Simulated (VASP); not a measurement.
**Nb: single point with PBEsol**

The system is Nb.

```
Nb
1.0
    -1.67689    1.67689    1.67689
     1.67689   -1.67689    1.67689
     1.67689    1.67689   -1.67689
Nb
1
Direct
  0.00000 0.00000 0.00000
```

```yaml
Program: VASP 6.6.1
Task: single point
Functional: PBEsol
Potentials_or_basis: VASP PAW PBE potentials, release 64 (Nb_sv)
Cutoff: 520 eV
k_mesh: 22 × 22 × 22
Occupations: fermi-dirac, width 0.05 eV
Spin: collinear spin
Starting_moments: "[1.0] μB"
```

```json
{
  "Pressure": "-12.0 GPa",
  "Net moment": "0.00 μB per cell",
  "Valence electrons inside the program's atomic spheres": "Nb 10.65"
}
```

Levels at points of the mesh, in eV from the Fermi level:
Spin up:
| k point | band 4 | band 5 | band 6 | band 7 | band 8 | band 9 |
| --- | --- | --- | --- | --- | --- | --- |
| (0.00, 0.00, 0.00) | -29.73 | -5.87 | 0.39 | 0.39 | 0.39 | 3.15 |
| (0.50, 0.00, 0.00) | -29.74 | -3.54 | -1.52 | 2.08 | 3.15 | 3.80 |
| (0.50, 0.50, 0.50) | -30.55 | -3.47 | -3.47 | 5.34 | 5.34 | 5.34 |
Spin down:
```tsv
k point	band 3	band 4	band 5	band 6	band 7	band 8	band 9	band 10
(0.00, 0.00, 0.00)	-29.73	-29.73	-5.87	0.39	0.39	0.39	3.14	3.14
(0.50, 0.00, 0.00)	-30.11	-29.74	-3.54	-1.52	2.08	3.15	3.80	6.05
(0.50, 0.50, 0.50)	-30.55	-30.55	-3.47	-3.47	5.34	5.34	5.34	8.67
```

Run time: 85 s on 1 thread of Intel(R) Xeon(R) Platinum 8559C (Emerald Rapids), with other jobs on the host, peak memory 0.26 GiB.

Caveat: the cell stands under tension; the PAW data sets were made with another functional, which shifts forces and pressure a little.
